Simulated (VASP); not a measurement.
Write the native input for VASP 6.6.1 that does the following.

```yaml
Task: single point
Functional: PBE
Potentials_or_basis: VASP PAW PBE potentials, release 64 (Li_sv, Tl_d, F)
Cutoff: 750 eV
k_mesh: 4 × 4 × 4
Occupations: gaussian, width 0.1 eV
Spin: no spin polarisation
Dipole_correction: no
Further_INCAR_settings: ALGO = Normal; EDIFF = 1e-06; NBANDS = 27
```

The structure of Li3TlF2 lies in POSCAR:

```
Li3TlF2
1.0
    3.3462071100      1.9319335800      2.7321666700
   -3.3462071100      1.9319335800      2.7321666700
    0.0000000000     -3.8638671500      2.7321666700
Li Tl F
3 1 2
Direct
    0.5000000000      0.5000000000      0.0000000000
    0.5000000000      0.0000000000      0.5000000000
    0.0000000000      0.5000000000      0.5000000000
    0.0000000000      0.0000000000      0.0000000000
    0.7500000000      0.7500000000      0.7500000000
    0.2500000000      0.2500000000      0.2500000000
```

The input as run:

INCAR

```
ALGO     = Normal         # electronic algorithm
EDIFF    = 1E-6           # SCF threshold, eV
ENCUT    = 750            # plane-wave cutoff, eV
GGA      = PE             # functional
GGA_COMPAT= F            
ISIF     = 2              # what is computed and relaxed
ISMEAR   = 0              # smearing method
LASPH    = T              # aspherical terms in the spheres
LCHARG   = F              # write CHGCAR
LREAL    = F              # projectors in reciprocal space
LWAVE    = F              # write WAVECAR
NBANDS   = 27             # bands
NELM     = 120            # most SCF steps
PREC     = Accurate       # precision mode
SIGMA    = 0.1            # smearing width, eV
```

KPOINTS

```
k-points
0
Gamma
  4 4 4
```

Potentials or basis: VASP PAW PBE potentials, release 64 (Li_sv, Tl_d, F).

Launch:

```console
$ cat potpaw_PBE.64/Li_sv/POTCAR potpaw_PBE.64/Tl_d/POTCAR potpaw_PBE.64/F/POTCAR > POTCAR
$ mpirun -np 1 vasp_std > vasp.out
```

It gave:

```
Pressure               : 9.5 GPa
Largest force          : 5.928 eV/Å
Band gap on the k mesh : zero (bands 18 and 19 overlap by 0.20 eV)
```

Caveat: the stress differs along the axes, from -3 to 34 GPa; spin-orbit coupling is left out, which moves the levels of the heavy elements; forces of over 1 eV/Å act on the atoms, so gaps and moduli don't describe the material at rest.

Run time: 32 s on 1 thread of Intel(R) Xeon(R) 6975P-C (Granite Rapids) (shared host), peak memory 0.28 GiB.
